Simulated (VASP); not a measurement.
Wanted: the native input for a VASP 6.6.1 run.

* Task: single point
* Functional: LDA
* Potentials or basis: VASP PAW LDA potentials, release 64 (Al, Pt)
* Cutoff: 520 eV
* k mesh: 8 × 8 × 8
* Occupations: gaussian, width 0.1 eV
* Spin: no spin polarisation
* Dipole correction: no
* Further INCAR settings: ALGO = Normal; EDIFF = 1e-06; NBANDS = 36

The structure of AlPt lies in POSCAR:

```
AlPt
1.0
    4.8340039167      0.0000000000      0.0000000000
    0.0000000000      4.8340039167      0.0000000000
    0.0000000000      0.0000000000      4.8340039167
Al Pt
4 4
Direct
    0.8440555074      0.8440555074      0.8440555074
    0.6559444926      0.1559444926      0.3440555074
    0.3440555074      0.6559444926      0.1559444926
    0.1559444926      0.3440555074      0.6559444926
    0.1543368344      0.1543368344      0.1543368344
    0.3456631656      0.8456631656      0.6543368344
    0.6543368344      0.3456631656      0.8456631656
    0.8456631656      0.6543368344      0.3456631656
```

The input as run:

INCAR

```
SYSTEM = AlPt
  ALGO = Normal
  EDIFF = 1E-6
  ENCUT = 520
  ISIF = 2
  ISMEAR = 0
  LASPH = .TRUE.
  LCHARG = .TRUE.
  LELF = .TRUE.
  LREAL = .FALSE.
  LVHAR = .TRUE.
  LWAVE = .FALSE.
  NBANDS = 36
  NELM = 100
  PREC = Accurate
  SIGMA = 0.1
```

KPOINTS

```
k-points
0
G
  8 8 8
  0 0 0
```

Potentials or basis: VASP PAW LDA potentials, release 64 (Al, Pt).

Run with:

```sh
$ cat potpaw_LDA.64/Al/POTCAR potpaw_LDA.64/Pt/POTCAR > POTCAR
$ mpirun -np 1 vasp_std > vasp.out
```

Results of the run:

```
Pressure               : 0.6 GPa
Largest force          : 0.007 eV/Å
Band gap on the k mesh : zero (band 26 reaches 11.12 eV, above the bottom of band 27 at 9.95 eV)
```

Caveat: spin-orbit coupling is left out, which moves the levels of the heavy elements.

It took 67 s on 1 thread of AMD EPYC 9R45 96-Core Processor (Zen 5) (shared host), peak memory 0.23 GiB.
